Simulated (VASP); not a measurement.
Crystal: Re.

```xyz
1
Lattice="-1.5303 1.5303 1.5303 1.5303 -1.5303 1.5303 1.5303 1.5303 -1.5303" Properties=species:S:1:pos:R:3 pbc="T T T"
Re    0.0000    0.0000    0.0000
```

* Program: VASP 6.6.1
* Task: relaxation of cell and atoms
* Functional: LDA
* Potentials or basis: VASP PAW LDA potentials, release 64 (Re)
* Cutoff: 600 eV
* k mesh: 19 × 19 × 19
* Occupations: fermi-dirac, width 0.05 eV
* Spin: no spin polarisation

At the start: pressure 5.5 GPa; volume 14.33 Å³/atom.

Q: How do energy, volume and symmetry change on relaxing?

A: Over 4 steps the energy falls by 3.2 meV/atom and the volume is 14.52 Å³/atom (+1.3 %); space group Im-3m (No. 229, to 0.05 Å).

The path:
```tsv
step	energy change (eV)	largest force (eV/Å)	pressure (GPa)	volume (Å³)
1	0.0000	0.0000	5.48	14.33
2	0.0528	0.0000	-20.04	15.38
3	-0.0032	0.0000	-0.15	14.53
4	-0.0032	0.0000	0.01	14.52
```

Final structure:
```
CELL_PARAMETERS angstrom
-1.53704 1.53704 1.53704
1.53704 -1.53704 1.53704
1.53704 1.53704 -1.53704
ATOMIC_POSITIONS crystal
Re 0.00000 0.00000 0.00000
```
